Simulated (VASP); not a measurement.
Here is a VASP 6.6.1 calculation.

The input POSCAR:

```
Ta
1.0
   -1.5687160000      1.5687160000      1.6099980000
    1.5687160000     -1.5687160000      1.6099980000
    1.5687160000      1.5687160000     -1.6099980000
Ta
1
Direct
    0.0000000000      0.0000000000      0.0000000000
```

Contents of INCAR.step1:

```
ALGO = Normal
EDIFF = 1E-4
ENCUT = 520
GGA = PE
ISMEAR = 0
LASPH = True
LCHARG = False
LREAL = False
LWAVE = True
NBANDS = 12
NELM = 60
PREC = Accurate
SIGMA = 0.15
```

File INCAR.step2:

```
ALGO = Normal
EDIFF = 1E-7
ENCUT = 520
ISIF = 2
ISMEAR = 0
ISTART = 1
LASPH = True
LCHARG = False
LMIXTAU = True
LREAL = False
LWAVE = False
METAGGA = R2SCAN
NBANDS = 12
NELM = 60
PREC = Accurate
SIGMA = 0.15
```

KPOINTS

```
k-points
0
Gamma
  20 20 20
```

Potentials or basis: VASP PAW PBE potentials, release 64 (Ta_pv).

The run is started by

```console
$ cat potpaw_PBE.64/Ta_pv/POTCAR > POTCAR
$ cp INCAR.step1 INCAR
$ mpirun -np 1 vasp_std > vasp.out
$ cp INCAR.step2 INCAR
$ mpirun -np 1 vasp_std > vasp.out
```

**Question.** Estimate the band gap on the k mesh.

**Answer.** Zero (an odd number of electrons rules out a gap without spin polarisation).

**Question.** Estimate the pressure.

**Answer.** 34.8 GPa.

Stress tensor (GPa, compression positive):
```
36.22  0.00  0.00
 0.00 36.22  0.00
 0.00  0.00 31.91
```

Caveat: the cell differs from its parent crystal (strain -0.050 along x and y, -0.025 along z); the cell stands under pressure; the PAW data sets were made with another functional, which shifts forces and pressure a little; spin-orbit coupling is left out, which moves the levels of the heavy elements.
